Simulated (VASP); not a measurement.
Here is a VASP 6.6.1 calculation.

File POSCAR:

```
CdS
1.0
    0.0000000000      2.7532440000      2.7532440000
    2.7532440000      0.0000000000      2.7532440000
    2.7532440000      2.7532440000      0.0000000000
Cd S
1 1
Direct
    0.0000000000      0.0000000000      0.0000000000
    0.5000000000      0.5000000000      0.5000000000
```

INCAR.step1

```
PREC = Accurate ; ENCUT = 520
EDIFF = 1E-5 ; ISMEAR = -1
SIGMA = 0.05 ; LREAL = False
LASPH = True ; NELM = 60
ALGO = Normal ; ISIF = 2
LWAVE = True ; LCHARG = False
GGA = PE ; NBANDS = 16
```

Contents of INCAR.step2:

```
PREC = Accurate ; ENCUT = 520
EDIFF = 1E-6 ; ISMEAR = -1
SIGMA = 0.05 ; LREAL = False
LASPH = True ; NELM = 60
ALGO = Normal ; ISIF = 2
LWAVE = False ; LCHARG = False
GGA = PE ; LHFCALC = True
AEXX = 0.25 ; HFSCREEN = 0.3
PRECFOCK = Normal ; ISTART = 1
NBANDS = 16
```

File KPOINTS:

```
Automatic mesh
0
Gamma
  4 4 4
```

Potentials or basis: VASP PAW PBE potentials, release 64 (Cd, S).

The run is started by

```console
$ cat potpaw_PBE.64/Cd/POTCAR potpaw_PBE.64/S/POTCAR > POTCAR
$ cp INCAR.step1 INCAR
$ mpirun -np 1 vasp_std > vasp.out
$ cp INCAR.step2 INCAR
$ mpirun -np 1 vasp_std > vasp.out
```

Predict the band gap on the k mesh.

1.02 eV (least direct gap 2.35 eV).

Estimate the pressure.

-1.3 GPa.

Caveat: the k points lie up to 0.49 Å⁻¹ apart; the PAW data sets were made with another functional, which shifts forces and pressure a little. A k mesh can miss the band edges.
